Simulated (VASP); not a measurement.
# Zn15S16 (a cell with a defect) (Wurtzite-4H) in VASP: single point with PBE

Aim: the single point of Zn15S16 (a cell with a defect) (Wurtzite-4H) with PBE.

Everything below comes from runs of VASP 6.6.1. Logs are shortened: lines on timing, memory, paths and dates and some standing lists are left out, and cuts for length are marked.

## (1) The cell of the first run

The cell holds a defect, 31 atoms: a = 7.645 Å, b = 7.645 Å, c = 12.520 Å, α = 90.00°, β = 90.00°, γ = 120.00°.

## (2) Single point, PBE

Contents of INCAR:

```
SYSTEM = Zn15S16
PREC = Accurate
ENCUT = 520
EDIFF = 1E-6
ISMEAR = -1
SIGMA = 0.01
LREAL = Auto
LASPH = .True.
NELM = 100
ALGO = Normal
ISIF = 2
LWAVE = .False.
LCHARG = .True.
GGA = PE
LELF = .True.
LVHAR = .True.
NELECT = 278.0
NBANDS = 159
```

Contents of KPOINTS:

```
regular mesh
0
Gamma
  3 3 2
  0 0 0
```

Contents of POSCAR:

```
Zn15S16
1.0
    7.6453999999      0.0000000000      0.0000000000
   -3.8227000000      6.6211106220      0.0000000000
    0.0000000000      0.0000000000     12.5200000000
Zn S
15 16
Direct
   -0.0011768185     -0.0023536370      0.0106712795
   -0.0011768185      0.5011768185      0.0106712795
    0.5000000000      0.0000000000      0.0045470750
    0.5023536370      0.5011768185      0.0106712795
    0.0047699540      0.0095399080      0.4957494824
    0.0047699540      0.4952300460      0.4957494824
    0.5000000000      0.0000000000      0.4928347611
    0.4904600920      0.4952300460      0.4957494824
    0.1505106817      0.8252553409      0.2400756081
    0.6747446591      0.3494893183      0.2400756081
    0.6747446591      0.8252553409      0.2400756081
    0.3331553638      0.1668446362      0.7517373427
    0.3331553638      0.6663107277      0.7517373427
    0.8336892723      0.1668446362      0.7517373427
    0.8333333333      0.6666666667      0.7526631278
    0.0084859416      0.0169718832      0.1912915620
    0.0084859416      0.4915140584      0.1912915620
    0.5000000000      0.0000000000      0.1893661114
    0.4830281168      0.4915140584      0.1912915620
   -0.0005075251     -0.0010150502      0.6873236766
   -0.0005075251      0.5005075251      0.6873236766
    0.5000000000      0.0000000000      0.6852426582
    0.5010150502      0.5005075251      0.6873236766
    0.1666666667      0.3333333333      0.4340220823
    0.1641862148      0.8320931074      0.4359640896
    0.6679068926      0.3358137852      0.4359640896
    0.6679068926      0.8320931074      0.4359640896
    0.3329326269      0.1670673731      0.9382252637
    0.3329326269      0.6658652538      0.9382252637
    0.8341347462      0.1670673731      0.9382252637
    0.8333333333      0.6666666667      0.9382092702
```

Potentials or basis: VASP PAW PBE potentials, release 64 (Zn, S).

Started as:

```console
$ cat potpaw_PBE.64/Zn/POTCAR potpaw_PBE.64/S/POTCAR > POTCAR
$ mpirun -np 1 vasp_std > vasp.out
```

OUTCAR:

```text
SYSTEM = Zn15S16
   PREC = Accurate
   ENCUT = 520
   EDIFF = 1E-6
   ISMEAR = -1
   LREAL = Auto
   LASPH = .True.
   NELM = 100
   ISIF = 2
   GGA = PE
   NELECT = 278.0

 ion  position               nearest neighbor table
   1  0.999  0.998  0.011-  16 2.26  31 2.37  28 2.39  30 2.39
   2  0.999  0.501  0.011-  17 2.26  31 2.37  29 2.39  30 2.39
   3  0.500  0.000  0.005-  18 2.31  30 2.36  29 2.36  28 2.36
   4  0.502  0.501  0.011-  19 2.26  31 2.37  28 2.39  29 2.39
   5  0.005  0.010  0.496-  24 2.28  27 2.35  25 2.35  20 2.40
   6  0.005  0.495  0.496-  24 2.28  26 2.35  25 2.35  21 2.40
   7  0.500  0.000  0.493-  25 2.33  26 2.33  27 2.33  22 2.41
   8  0.490  0.495  0.496-  24 2.28  27 2.35  26 2.35  23 2.40
   9  0.151  0.825  0.240-  16 2.30  17 2.30  18 2.40  25 2.45
  10  0.675  0.349  0.240-  19 2.30  17 2.30  18 2.40  26 2.45
  11  0.675  0.825  0.240-  16 2.30  19 2.30  18 2.40  27 2.45
  12  0.333  0.167  0.752-  28 2.33  20 2.35  23 2.35  22 2.36
  13  0.333  0.666  0.752-  29 2.33  21 2.35  23 2.35  22 2.36
  14  0.834  0.167  0.752-  30 2.33  21 2.35  20 2.35  22 2.36
  15  0.833  0.667  0.753-  31 2.32  23 2.35  20 2.35  21 2.35
  16  0.008  0.017  0.191-   1 2.26   9 2.30  11 2.30
  17  0.008  0.492  0.191-   2 2.26  10 2.30   9 2.30
  18  0.500  0.000  0.189-   3 2.31  11 2.40   9 2.40  10 2.40
  19  0.483  0.492  0.191-   4 2.26  10 2.30  11 2.30
  20  0.999  0.999  0.687-  15 2.35  12 2.35  14 2.35   5 2.40
  21  0.999  0.501  0.687-  15 2.35  13 2.35  14 2.35   6 2.40
  22  0.500  0.000  0.685-  14 2.36  13 2.36  12 2.36   7 2.41
  23  0.501  0.501  0.687-  15 2.35  12 2.35  13 2.35   8 2.40
  24  0.167  0.333  0.434-   8 2.28   5 2.28   6 2.28
  25  0.164  0.832  0.436-   7 2.33   6 2.35   5 2.35   9 2.45
  26  0.668  0.336  0.436-   7 2.33   6 2.35   8 2.35  10 2.45
  27  0.668  0.832  0.436-   7 2.33   5 2.35   8 2.35  11 2.45
  28  0.333  0.167  0.938-  12 2.33   3 2.36   1 2.39   4 2.39
  29  0.333  0.666  0.938-  13 2.33   3 2.36   2 2.39   4 2.39
  30  0.834  0.167  0.938-  14 2.33   3 2.36   2 2.39   1 2.39
  31  0.833  0.667  0.938-  15 2.32   4 2.37   1 2.37   2 2.37

  LATTYP: Found a hexagonal cell.
 ALAT       =     7.6453999999
 C/A-ratio  =     1.6375859994

  Lattice vectors:

 A1 = (   7.6453999999,   0.0000000000,   0.0000000000)
 A2 = (  -3.8227000000,   6.6211106220,   0.0000000000)
 A3 = (   0.0000000000,   0.0000000000,  12.5200000000)

Analysis of symmetry for initial positions (statically):
=====================================================================
 Subroutine PRICEL returns:
 Original cell was already a primitive cell.

 Routine SETGRP: Setting up the symmetry group for a
 hexagonal supercell.

 Subroutine GETGRP returns: Found  6 space group operations
 (whereof  2 operations were pure point group operations)
 out of a pool of 24 trial point group operations.

The static configuration has the point symmetry C_1h.
 The point group associated with its full space group is C_3v.

Analysis of symmetry for dynamics (positions and initial velocities):
=====================================================================
 Subroutine PRICEL returns:
 Original cell was already a primitive cell.

 Routine SETGRP: Setting up the symmetry group for a
 hexagonal supercell.

 Subroutine GETGRP returns: Found  6 space group operations
 (whereof  2 operations were pure point group operations)
 out of a pool of 24 trial point group operations.

The dynamic configuration has the point symmetry C_1h.
 The point group associated with its full space group is C_3v.

 Subroutine INISYM returns: Found  6 space group operations
 (whereof  2 operations are pure point group operations),
 and found     1 'primitive' translations

----------------------------------------------------------------------------------------

                                     Primitive cell

  volume of cell :     633.7754

  direct lattice vectors                    reciprocal lattice vectors
     7.645400000  0.000000000  0.000000000     0.130797604  0.075516032  0.000000000
    -3.822700000  6.621110622  0.000000000     0.000000000  0.151032064  0.000000000
     0.000000000  0.000000000 12.520000000     0.000000000  0.000000000  0.079872204

  length of vectors
     7.645400000  7.645400000 12.520000000     0.151032064  0.151032064  0.079872204

  position of ions in fractional coordinates (direct lattice)
     0.998823182  0.997646363  0.010671280
     0.998823182  0.501176818  0.010671280
     0.500000000  0.000000000  0.004547075
     0.502353637  0.501176818  0.010671280
     0.004769954  0.009539908  0.495749482
     0.004769954  0.495230046  0.495749482
[... 23 lines left out ...]
     0.834134746  0.167067373  0.938225264
     0.833333333  0.666666667  0.938209270

  ion indices of the primitive-cell ions
   primitive index   ion index
                 1           1
                 2           2
                 3           3
                 4           4
                 5           5
                 6           6
[... 23 lines left out ...]
                30          30
                31          31

----------------------------------------------------------------------------------------

 KPOINTS: regular mesh

Automatic generation of k-mesh.
 Grid dimensions read from file:
 generate k-points for:    3    3    2

 Generating k-lattice:

  Cartesian coordinates                     Fractional coordinates (reciprocal lattice)
     0.043599201  0.025172011  0.000000000     0.333333333  0.000000000  0.000000000
     0.000000000  0.050344021  0.000000000     0.000000000  0.333333333  0.000000000
     0.000000000  0.000000000  0.039936102     0.000000000  0.000000000  0.500000000

  Length of vectors
     0.050344021  0.050344021  0.039936102

  Shift w.r.t. Gamma in fractional coordinates (k-lattice)
     0.000000000  0.000000000  0.000000000

 Subroutine IBZKPT returns following result:
 ===========================================

 Found      6 irreducible k-points:

 Following reciprocal coordinates:
            Coordinates               Weight
  0.000000  0.000000  0.000000      1.000000
  0.333333  0.000000  0.000000      6.000000
  0.333333  0.333333  0.000000      2.000000
  0.000000  0.000000  0.500000      1.000000
  0.333333  0.000000  0.500000      6.000000
  0.333333  0.333333  0.500000      2.000000
   k-points           NKPTS =      6   k-points in BZ     NKDIM =      6   number of bands    NBANDS=    159
   number of dos      NEDOS =    301   number of ions     NIONS =     31
   total plane-waves  NPLWV = 345600
   dimension x,y,z NGX =    60 NGY =   60 NGZ =   96
   dimension x,y,z NGXF=   120 NGYF=  120 NGZF=  192
   ions per type =              15  16
   NGX,Y,Z   is equivalent  to a cutoff of  13.05, 13.05, 12.75 a.u.
   NGXF,Y,Z  is equivalent  to a cutoff of  26.09, 26.09, 25.49 a.u.
 SYSTEM =  Zn15S16
   PREC   = accura    normal or accurate (medium, high low for compatibility)
   ISTART =      0    job   : 0-new  1-cont  2-samecut
   ICHARG =      2    charge: 1-file 2-atom 10-const
   ISPIN  =      1    spin polarized calculation?
   LNONCOLLINEAR =      F non collinear calculations
   LSORBIT =      F    spin-orbit coupling
   LASPH  =      T    aspherical Exc in radial PAW
   ENCUT  =  520.0 eV  38.22 Ry    6.18 a.u.  14.22 14.22 23.28*2*pi/ulx,y,z
   NELM   =    100;   NELMIN=  2; NELMDL= -5     # of ELM steps
   EDIFF  = 0.1E-05   stopping-criterion for ELM
   LREAL  =      T    real-space projection
   EDIFFG = 0.1E-04   stopping-criterion for IOM
   NSW    =      0    number of steps for IOM
   IBRION =     -1    ionic relax: 0-MD 1-quasi-New 2-CG
   NFREE  =      0    steps in history (QN), initial steepest desc. (CG)
   ISIF   =      2    stress and relaxation
   ISYM   =      2    0-nonsym 1-usesym 2-fastsym
   POTIM  = 0.5000    time-step for ionic-motion
   TEBEG  =    0.0;   TEEND  =   0.0 temperature during run
   PSTRESS=    0.0 pullay stress
   NELECT =     278.0000    total number of electrons
   NUPDOWN=      -1.0000    fix difference up-down
   EMIN   =  10.00;   EMAX   =-10.00  energy-range for DOS
   EFERMI =   0.00;   METHOD = LEGACY
   ISMEAR =    -1;   SIGMA  =   0.01  broadening in eV -4-tet -1-fermi 0-gaus
   EFERMI_NEDOS =   21; number of points for ismear=-14 and -15
   IALGO  =     38    algorithm
   IMIX   =      4    mixing-type and parameters
     AMIX     =   0.40;   BMIX     =  1.00
     AMIX_MAG =   1.60;   BMIX_MAG =  1.00
  volume/ion in A,a.u.               =      20.44       137.97
  Fermi-wavevector in a.u.,A,eV,Ry     =   1.243879  2.350590 21.051393  1.547234
  Thomas-Fermi vector in A             =   2.378170
   LORBIT       =      0    0 simple, 1 ext, 2 COOP (PROOUT), +10 PAW based schemes
   GGA     = PE    functional components
   LHFCALC =     F    Hartree Fock is set to
   AEXX    =    0.0000 exact exchange contribution
   IVDW    =     0    specifies the selected vdW correction
   LEPSILON=     F    determine dielectric tensor
   LRPA    =     F    only Hartree local field effects (RPA)
 non-spin polarized calculation
  energy-cutoff  :      520.00
  volume of cell :      633.78
 maximum number of plane-waves:     17117
 NGX is ok and might be reduce to    60
   NGX = 29   NGY = 29   NGZ = 47

 number of electron     278.0000093 magnetization

 Free energy of the ion-electron system (eV)
  ---------------------------------------------------
  ext. energy  EPLUGINS =         0.00000000
  ---------------------------------------------------
  free energy    TOTEN  =      -100.56199875 eV

  energy without entropy =     -100.56199875  energy(sigma->0) =     -100.56199875

 E-fermi :   2.5954     XC(G=0):  -9.5253

 val. band max:        2.3304080404   @ k =   0.0000   0.0000   0.0000
 cond. band min:       4.0430085542   @ k =   0.0000   0.0000   0.0000
 fundamental gap:      1.7126005138
 Fermi energy:         2.5954104460

 k-point     1 :       0.0000    0.0000    0.0000
  band No.  band energies     occupation
      1     -11.3000      2.00000
      2     -10.8297      2.00000
      3     -10.6456      2.00000
      4     -10.4639      2.00000
      5     -10.4631      2.00000
      6     -10.4631      2.00000
[... 913 lines left out ...]
    150       6.9498      0.00000
    151       6.9766      0.00000
 [bands above 151 left out]

------------------------ aborting loop because EDIFF is reached ----------------------------------------

  FORCE on cell =-STRESS in cart. coord.  units (eV):
  Direction    XX          YY          ZZ          XY          YZ          ZX
  --------------------------------------------------------------------------------------
  -------------------------------------------------------------------------------------
  Total       18.0759175     18.0759175     18.2782190     -0.0000000      0.0000000     -0.0000000
  in kB       45.6957224     45.6957224     46.2071385     -0.0000000      0.0000000     -0.0000000
  external PRESSURE =      45.8661944 kB  Pullay stress =       0.0000000 kB

 VOLUME and BASIS-vectors are now :
 -----------------------------------------------------------------------------
  energy-cutoff  :      520.00
  volume of cell :      633.78
      direct lattice vectors                 reciprocal lattice vectors
     7.645400000  0.000000000  0.000000000     0.130797604  0.075516032  0.000000000
    -3.822700000  6.621110622  0.000000000     0.000000000  0.151032064  0.000000000
     0.000000000  0.000000000 12.520000000     0.000000000  0.000000000  0.079872204

 POSITION                                       TOTAL-FORCE (eV/Angst)
 -----------------------------------------------------------------------------------
      3.82270      6.60553      0.13360        -0.000000      0.003321     -0.022177
      5.72055      3.31835      0.13360         0.002876     -0.001660     -0.022177
      3.82270      0.00000      0.05693         0.000000     -0.000000     -0.010091
      1.92485      3.31835      0.13360        -0.002876     -0.001660     -0.022177
     -0.00000      0.06316      6.20678        -0.000000      0.000168      0.009983
     -1.85665      3.27897      6.20678         0.000146     -0.000084      0.009983
[... 23 lines left out ...]
      5.73865      1.10617     11.74658         0.002642      0.001525      0.015260
      3.82270      4.41407     11.74638         0.000000     -0.000000      0.008162
 -----------------------------------------------------------------------------------
    total drift:                               -0.000006      0.000004      0.003851

  FREE ENERGIE OF THE ION-ELECTRON SYSTEM (eV)
  ---------------------------------------------------
  free  energy   TOTEN  =      -100.5619987525 eV

  energy  without entropy=     -100.5619987525  energy(sigma->0) =     -100.56199875
```

Run time: 13 min. Hardware: 1 thread of Intel Xeon 6975P-C (Granite Rapids), shared host; peak memory 0.9 GiB.

Results:

- Free energy: -100.5620 eV
- Largest force: 0.027 eV/Å

Forces on the atoms (eV/Å):
```
Zn   0.000  0.003 -0.022
Zn   0.003 -0.002 -0.022
Zn   0.000  0.000 -0.010
Zn  -0.003 -0.002 -0.022
Zn   0.000  0.000  0.010
Zn   0.000  0.000  0.010
Zn   0.000  0.000  0.015
Zn   0.000  0.000  0.010
Zn  -0.005 -0.003  0.015
Zn   0.000  0.006  0.015
Zn   0.005 -0.003  0.015
Zn   0.005 -0.003 -0.004
Zn   0.000  0.006 -0.004
Zn  -0.005 -0.003 -0.004
Zn   0.000  0.000 -0.013
S    0.000  0.002  0.022
S    0.002 -0.001  0.022
S    0.000  0.000  0.012
S   -0.002 -0.001  0.022
S    0.000 -0.002  0.002
S   -0.001  0.001  0.002
S    0.000  0.000 -0.023
S    0.001  0.001  0.002
S    0.000  0.000 -0.021
S    0.004  0.002 -0.026
S    0.000 -0.004 -0.026
S   -0.004  0.002 -0.026
S   -0.003  0.002  0.015
S    0.000 -0.003  0.015
S    0.003  0.002  0.015
S    0.000  0.000  0.008
```

Levels at points of the mesh, in eV from the Fermi level:
| k point | band 135 | band 136 | band 137 | band 138 | band 139 | band 140 | band 141 | band 142 | band 143 | band 144 |
| --- | --- | --- | --- | --- | --- | --- | --- | --- | --- | --- |
| (0.00, 0.00, 0.00) | -0.93 | -0.93 | -0.60 | -0.27 | -0.27 | 1.45 | 2.35 | 2.50 | 2.51 | 2.51 |
| (0.00, 0.00, 0.50) | -1.19 | -0.91 | -0.91 | -0.28 | -0.28 | 2.08 | 2.35 | 2.51 | 2.74 | 2.74 |

Caveat: the cell carries a net charge on a neutralising background, which shifts energy and pressure; the cell is charged against a uniform background, so pressure and absolute levels hang on convention.
